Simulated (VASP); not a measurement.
Runs of VASP 6.6.1 on SiGe2C2. The structure is that of space group P4/mmm (No. 123), or close to it. The cells are those of the table. The cell was built from a structure type or drawn by symmetry, and may not be a known phase.

```tsv
task	cell	k mesh	cutoff (eV)	gap on the mesh (eV)	pressure (GPa)	relaxed volume (Å³/atom)
single point	a = 4.908, b = 4.908, c = 3.444 Å, 5 atoms	4 × 4 × 4	520	none	0.0	-
single point	a = 4.872, b = 4.872, c = 3.460 Å, 5 atoms	8 × 8 × 12	520	none	-0.1	-
relaxation of cell and atoms	relaxed from a = 3.894, b = 3.894, c = 3.956 Å, 5 atoms	4 × 4 × 4	600	none	0.0	16.47
relaxation of cell and atoms	relaxed from a = 4.872, b = 4.872, c = 3.451 Å, 5 atoms	8 × 8 × 12	600	none	0.0	16.43
single point	a = 3.894, b = 3.894, c = 3.956 Å, 5 atoms	4 × 4 × 4	520	none	(a)	-
single point	a = 4.872, b = 4.872, c = 3.451 Å, 5 atoms	4 × 4 × 6	520	none	0.0	-
relaxation of cell and atoms	relaxed from a = 4.908, b = 4.908, c = 3.444 Å, 5 atoms	4 × 4 × 6	600	none	-0.1	16.40
```

Alike in all rows: level PBE; potentials or basis VASP PAW PBE potentials, release 64 (Si, Ge_d, C); no spin polarisation; smearing gaussian 0.1 eV.

Task: Estimate the missing entries.

Result: (a) 61.8.

Caveats: some runs use coarse meshes; the volume moved by over 15 % at a fixed basis, so the end points are rough (at least some runs).

A k mesh can miss the band edges, and the runs leave out spin-orbit coupling on Ge.

A gap of «none» marks levels without a gap at the run's occupations.
